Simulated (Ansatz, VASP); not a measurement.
**Two plane-wave programs on ZnSe**

INCAR

```
PREC = Accurate
ENCUT = 520
EDIFF = 1E-6
ISMEAR = 0
SIGMA = 0.05
LREAL = F
LASPH = T
NELM = 60
ALGO = Normal
ISIF = 2
LWAVE = F
LCHARG = F
GGA = PS
NBANDS = 16
```

File KPOINTS:

```
regular mesh
0
Gamma
  12 12 12
```

POSCAR

```
ZnSe
1.0
    0.0000000000      2.5623144972      2.5623144972
    2.5623144972      0.0000000000      2.5623144972
    2.5623144972      2.5623144972      0.0000000000
Se Zn
1 1
Direct
    0.0000000000      0.0000000000      0.0000000000
    0.5000000000      0.5000000000      0.5000000000
```

Input for Ansatz:

```yaml
crystal:
  lattice:
    - [0.0, 2.5623144972, 2.5623144972]
    - [2.5623144972, 0.0, 2.5623144972]
    - [2.5623144972, 2.5623144972, 0.0]
  atoms:
    - { symbol: Se, position: [0.0, 0.0, 0.0] }
    - { symbol: Zn, position: [0.5, 0.5, 0.5] }
basis:
  ecutwfc: 420
  ecutrho_ratio: 4
kpoints:
  mp_grid: { grid: [12, 12, 12] }
hamiltonian:
  xc: pbesol
scf:
  occupations: { method: gaussian, width: 0.05 }
output:
  forces: true
  stress: true
  eigenvalues: true
```

Alike in both runs: task single point; functional PBEsol; k mesh 12 × 12 × 12; occupations gaussian, width 0.05 eV; no spin polarisation.

|  | VASP | Ansatz |
| --- | --- | --- |
| version | VASP 6.6.1 | Ansatz 0.2.0 |
| potentials or method | VASP PAW PBE potentials, release 64 (Se, Zn), cutoff 520 eV | scalar-relativistic, plane waves, PAW |
| valence electrons in the cell | 18 | 28 |

```csv
,VASP,Ansatz,Ansatz less VASP
gap on the k mesh at the Fermi level (eV),none,none,-
pressure (GPa),8.8,8.4,-0.45
```

VASP's potentials were made for PBE, not for PBEsol. A gap of «none» marks a metal or a gap that the smearing closes. VASP's potentials hold 18 valence electrons a cell and Ansatz's 28, so a difference there can come from the potentials and not from the codes.
